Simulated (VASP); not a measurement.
# RbCl (Fm-3m) in VASP: a series of runs

Runs on RbCl. Level: PBEsol. Tasks: electric field gradients.

Program: VASP 6.6.1. These are calculated values, not measurements. Logs are shortened: lines on timing, memory, paths and dates and some standing lists are left out, and cuts for length are marked.

## (1) The cell of the first run

It takes space group Fm-3m (No. 225, cubic). The conventional cell has a = 6.591 Å, b = 6.591 Å, c = 6.591 Å, α = 90.00°, β = 90.00°, γ = 90.00°. Within 4.3 Å of Rb (site symmetry m-3m) lie 6 Cl at 3.30 Å. Within 4.3 Å of Cl (site symmetry m-3m) lie 6 Rb at 3.30 Å.

## (2) Electric field gradients, PBEsol (volume scaled by 1.02)

File INCAR:

```
SYSTEM = RbCl
ALGO = Normal
EDIFF = 1E-8
ENCUT = 400
GGA = PS
GGA_COMPAT = .FALSE.
ISIF = 2
ISMEAR = -1
LASPH = .TRUE.
LCHARG = .FALSE.
LEFG = .TRUE.
LREAL = .FALSE.
LWAVE = .FALSE.
NBANDS = 15
NELM = 120
PREC = Accurate
SIGMA = 0.02
```

File KPOINTS:

```
k-points
0
G
  7 7 7
  0 0 0
```

File POSCAR:

```
RbCl
1.0
    0.0000000000      3.2956827511      3.2956827511
    3.2956827511      0.0000000000      3.2956827511
    3.2956827511      3.2956827511      0.0000000000
Rb Cl
1 1
Direct
    0.0000000000      0.0000000000      0.0000000000
    0.5000000000      0.5000000000      0.5000000000
```

Potentials or basis: VASP PAW PBE potentials, release 64 (Rb_sv, Cl).

Launch:

```console
$ cat potpaw_PBE.64/Rb_sv/POTCAR potpaw_PBE.64/Cl/POTCAR > POTCAR
$ mpirun -np 1 vasp_std > vasp.out
```

OUTCAR:

```text
SYSTEM = RbCl
   EDIFF = 1E-8
   ENCUT = 400
   GGA = PS
   ISIF = 2
   ISMEAR = -1
   LASPH = .TRUE.
   LREAL = .FALSE.
   NELM = 120
   PREC = Accurate

 ion  position               nearest neighbor table
   1  0.000  0.000  0.000-   2 3.30   2 3.30   2 3.30   2 3.30   2 3.30   2 3.30
   2  0.500  0.500  0.500-   1 3.30   1 3.30   1 3.30   1 3.30   1 3.30   1 3.30

  LATTYP: Found a face centered cubic cell.
 ALAT       =     6.5913655022

  Lattice vectors:

 A1 = (   0.0000000000,   3.2956827511,   3.2956827511)
 A2 = (   3.2956827511,   0.0000000000,   3.2956827511)
 A3 = (   3.2956827511,   3.2956827511,   0.0000000000)

Analysis of symmetry for initial positions (statically):
=====================================================================
 Subroutine PRICEL returns:
 Original cell was already a primitive cell.

 Routine SETGRP: Setting up the symmetry group for a
 face centered cubic supercell.

 Subroutine GETGRP returns: Found 48 space group operations
 (whereof 48 operations were pure point group operations)
 out of a pool of 48 trial point group operations.

The static configuration has the point symmetry O_h .

Analysis of symmetry for dynamics (positions and initial velocities):
=====================================================================
 Subroutine PRICEL returns:
 Original cell was already a primitive cell.

 Routine SETGRP: Setting up the symmetry group for a
 face centered cubic supercell.

 Subroutine GETGRP returns: Found 48 space group operations
 (whereof 48 operations were pure point group operations)
 out of a pool of 48 trial point group operations.

The dynamic configuration has the point symmetry O_h .

 Subroutine INISYM returns: Found 48 space group operations
 (whereof 48 operations are pure point group operations),
 and found     1 'primitive' translations

----------------------------------------------------------------------------------------

                                     Primitive cell

  volume of cell :      71.5923

  direct lattice vectors                    reciprocal lattice vectors
     0.000000000  3.295682751  3.295682751    -0.151713632  0.151713632  0.151713632
     3.295682751  0.000000000  3.295682751     0.151713632 -0.151713632  0.151713632
[... 131 lines left out ...]
 fundamental gap:      4.8298787939
 Fermi energy:        -1.5195984383

 k-point     1 :       0.0000    0.0000    0.0000
  band No.  band energies     occupation
      1     -25.8549      2.00000
      2     -13.9327      2.00000
      3      -9.9148      2.00000
      4      -9.9148      2.00000
      5      -9.9148      2.00000
      6      -1.9671      2.00000
      7      -1.9671      2.00000
      8      -1.9671      2.00000
      9       2.8628      0.00000
     10       5.9367      0.00000
     11       5.9367      0.00000
     12       5.9367      0.00000
     13       6.9126      0.00000
     14       6.9126      0.00000
[... 329 lines left out ...]
      2     -13.9222      2.00000
      3     -10.1075      2.00000
      4     -10.0527      2.00000
      5      -9.9113      2.00000
      6      -2.4409      2.00000
      7      -2.2312      2.00000
      8      -2.2149      2.00000
      9       5.2948      0.00000
     10       5.9691      0.00000
     11       7.2345      0.00000
     12       7.4168      0.00000
     13       9.2248      0.00000
     14       9.3196      0.00000
     15      10.3591      0.00000

------------------------ aborting loop because EDIFF is reached ----------------------------------------

  FORCE on cell =-STRESS in cart. coord.  units (eV):
  Direction    XX          YY          ZZ          XY          YZ          ZX
  --------------------------------------------------------------------------------------
  -------------------------------------------------------------------------------------
  Total       -0.1439384     -0.1439384     -0.1439384      0.0000000     -0.0000000      0.0000000
  in kB       -3.2212252     -3.2212252     -3.2212252      0.0000000     -0.0000000      0.0000000
  external PRESSURE =      -3.2212252 kB  Pullay stress =       0.0000000 kB

 VOLUME and BASIS-vectors are now :
 -----------------------------------------------------------------------------
  energy-cutoff  :      400.00
  volume of cell :       71.59
      direct lattice vectors                 reciprocal lattice vectors
     0.000000000  3.295682751  3.295682751    -0.151713632  0.151713632  0.151713632
     3.295682751  0.000000000  3.295682751     0.151713632 -0.151713632  0.151713632
     3.295682751  3.295682751  0.000000000     0.151713632  0.151713632 -0.151713632

 POSITION                                       TOTAL-FORCE (eV/Angst)
 -----------------------------------------------------------------------------------
      0.00000      0.00000      0.00000         0.000000      0.000000      0.000000
      3.29568      3.29568      3.29568        -0.000000     -0.000000     -0.000000
 -----------------------------------------------------------------------------------
    total drift:                                0.000000      0.000000      0.000000

  FREE ENERGIE OF THE ION-ELECTRON SYSTEM (eV)
  ---------------------------------------------------
  free  energy   TOTEN  =        -6.8942771103 eV

  energy  without entropy=       -6.8942771103  energy(sigma->0) =       -6.89427711

 Electric field gradients (V/A^2)
---------------------------------------------------------------------
 ion       V_xx      V_yy      V_zz      V_xy      V_xz      V_yz
---------------------------------------------------------------------
   1       0.000    -0.000    -0.000    -0.000    -0.000    -0.000
   2       0.000     0.000    -0.000    -0.000    -0.000    -0.000
---------------------------------------------------------------------

 Electric field gradients after diagonalization (V/A^2)
 (convention: |V_zz| > |V_xx| > |V_yy|)
----------------------------------------------------------------------
 ion       V_xx      V_yy      V_zz     asymmetry (V_yy - V_xx)/ V_zz
----------------------------------------------------------------------
   1       0.000     0.000    -0.000       0.000
   2       0.000     0.000    -0.000       0.000
----------------------------------------------------------------------

           NMR quadrupolar parameters

 Cq : quadrupolar parameter    Cq=e*Q*V_zz/h
 eta: asymmetry parameters     (V_yy - V_xx)/ V_zz
 Q  : nuclear electric quadrupole moment in mb (millibarn)
----------------------------------------------------------------------
 ion       Cq(MHz)       eta       Q (mb)
----------------------------------------------------------------------
   1      -0.000       0.000       1.000
   2      -0.000       0.000       1.000
----------------------------------------------------------------------
```

OSZICAR:

```text
N       E                     dE             d eps       ncg     rms          rms(c)
DAV:   1     0.729340486769E+02    0.72934E+02   -0.58989E+03   600   0.755E+02
DAV:   2    -0.218646644110E+01   -0.75121E+02   -0.69376E+02   846   0.155E+02
DAV:   3    -0.707616893814E+01   -0.48897E+01   -0.48681E+01   768   0.405E+01
DAV:   4    -0.720359397799E+01   -0.12743E+00   -0.12740E+00   905   0.651E+00
DAV:   5    -0.720457510207E+01   -0.98112E-03   -0.98112E-03   812   0.504E-01    0.291E+00
DAV:   6    -0.689974238079E+01    0.30483E+00   -0.41608E-01   761   0.323E+00    0.216E+00
DAV:   7    -0.688049586732E+01    0.19247E-01   -0.94490E-02   824   0.167E+00    0.128E+00
DAV:   8    -0.689264356013E+01   -0.12148E-01   -0.15647E-02   728   0.758E-01    0.164E-01
DAV:   9    -0.689367942057E+01   -0.10359E-02   -0.13340E-03   803   0.191E-01    0.865E-02
DAV:  10    -0.689424714251E+01   -0.56772E-03   -0.51630E-04   642   0.131E-01    0.146E-02
DAV:  11    -0.689427153873E+01   -0.24396E-04   -0.33149E-05   796   0.350E-02    0.148E-02
DAV:  12    -0.689427732973E+01   -0.57910E-05   -0.20825E-05   670   0.228E-02    0.467E-03
DAV:  13    -0.689427718814E+01    0.14159E-06   -0.50595E-07   839   0.446E-03    0.218E-03
DAV:  14    -0.689427713480E+01    0.53342E-07   -0.20313E-07   684   0.266E-03    0.265E-04
DAV:  15    -0.689427710424E+01    0.30555E-07   -0.17058E-08   697   0.839E-04    0.189E-04
DAV:  16    -0.689427711028E+01   -0.60345E-08   -0.62977E-10   496   0.177E-04
   1 F= -.68942771E+01 E0= -.68942771E+01  d E =-.376628E-11
```

stdout:

```text
POSCAR found type information on POSCAR RbCl
 POSCAR found :  2 types and       2 ions
 scaLAPACK will be used
 -----------------------------------------------------------------------------
|                                                                             |
|                                                                             |
|     You enforced a specific xc type in the INCAR file but a different       |
|     I HOPE YOU KNOW WHAT YOU ARE DOING!                                     |
|                                                                             |
 -----------------------------------------------------------------------------

 LDA part: xc-table for (Slater+PW92), standard interpolation
 POSCAR, INCAR and KPOINTS ok, starting setup
 FFT: planning ... GRIDC
 FFT: planning ... GRID_SOFT
 FFT: planning ... GRID
 WAVECAR not read
 entering main loop
ion   1

ion   2
```

It took 39 s on 1 thread of Intel Xeon 8259CL, shared host; peak memory 0.16 GiB.

What came out:

* Free energy: -6.8943 eV
* Pressure: -0.3 GPa
* Band gap on the k mesh: 4.83 eV, direct

Caveat: without QUAD_EFG the Cq values of the log hold for a quadrupole moment of 1 mb, not for the nuclei; the PAW data sets were made with another functional, which shifts forces and pressure a little.

## (3) Electric field gradients, PBEsol (volume scaled by 1.06)

File INCAR:

```
PREC = Accurate
ENCUT = 400
EDIFF = 1E-8
ISMEAR = -1
SIGMA = 0.02
LREAL = F
LASPH = T
NELM = 120
ALGO = Normal
ISIF = 2
LWAVE = F
LCHARG = F
GGA = PS
LEFG = T
NBANDS = 15
GGA_COMPAT = F
```

File KPOINTS:

```
Automatic mesh
0
Gamma
  7 7 7
```

File POSCAR:

```
RbCl
1.0
    0.0000000000      3.3382123806      3.3382123806
    3.3382123806      0.0000000000      3.3382123806
    3.3382123806      3.3382123806      0.0000000000
Rb Cl
1 1
Direct
    0.0000000000      0.0000000000      0.0000000000
    0.5000000000      0.5000000000      0.5000000000
```

Potentials or basis: VASP PAW PBE potentials, release 64 (Rb_sv, Cl).

Launch:

```console
$ cat potpaw_PBE.64/Rb_sv/POTCAR potpaw_PBE.64/Cl/POTCAR > POTCAR
$ mpirun -np 1 vasp_std > vasp.out
```

OUTCAR:

```text
PREC = Accurate
   ENCUT = 400
   EDIFF = 1E-8
   ISMEAR = -1
   LREAL = F
   LASPH = T
   NELM = 120
   ISIF = 2
   GGA = PS

 ion  position               nearest neighbor table
   1  0.000  0.000  0.000-   2 3.34   2 3.34   2 3.34   2 3.34   2 3.34   2 3.34
   2  0.500  0.500  0.500-   1 3.34   1 3.34   1 3.34   1 3.34   1 3.34   1 3.34

  LATTYP: Found a face centered cubic cell.
 ALAT       =     6.6764247612

  Lattice vectors:

 A1 = (   0.0000000000,   3.3382123806,   3.3382123806)
 A2 = (   3.3382123806,   0.0000000000,   3.3382123806)
[... 564 lines left out ...]
  ---------------------------------------------------
  free  energy   TOTEN  =        -6.8843970927 eV

  energy  without entropy=       -6.8843970927  energy(sigma->0) =       -6.88439709

 Electric field gradients (V/A^2)
---------------------------------------------------------------------
 ion       V_xx      V_yy      V_zz      V_xy      V_xz      V_yz
---------------------------------------------------------------------
   1       0.000     0.000     0.000    -0.000    -0.000    -0.000
   2       0.000     0.000    -0.000    -0.001    -0.001    -0.001
---------------------------------------------------------------------

 Electric field gradients after diagonalization (V/A^2)
 (convention: |V_zz| > |V_xx| > |V_yy|)
----------------------------------------------------------------------
 ion       V_xx      V_yy      V_zz     asymmetry (V_yy - V_xx)/ V_zz
----------------------------------------------------------------------
   1       0.000     0.000    -0.000       0.000
   2       0.001     0.001    -0.002       0.000
----------------------------------------------------------------------

           NMR quadrupolar parameters

 Cq : quadrupolar parameter    Cq=e*Q*V_zz/h
 eta: asymmetry parameters     (V_yy - V_xx)/ V_zz
 Q  : nuclear electric quadrupole moment in mb (millibarn)
----------------------------------------------------------------------
 ion       Cq(MHz)       eta       Q (mb)
----------------------------------------------------------------------
   1      -0.000       0.000       1.000
   2      -0.000       0.000       1.000
----------------------------------------------------------------------
```

It took 35 s on 1 thread of Intel Xeon 8259CL, shared host; peak memory 0.17 GiB.

What came out:

| Quantity | Value |
| --- | --- |
| Free energy | -6.8844 eV |
| Pressure | -0.8 GPa |
| Band gap on the k mesh | 4.72 eV, direct |

Caveat: without QUAD_EFG the Cq values of the log hold for a quadrupole moment of 1 mb, not for the nuclei; the PAW data sets were made with another functional, which shifts forces and pressure a little. A k mesh can miss the band edges.
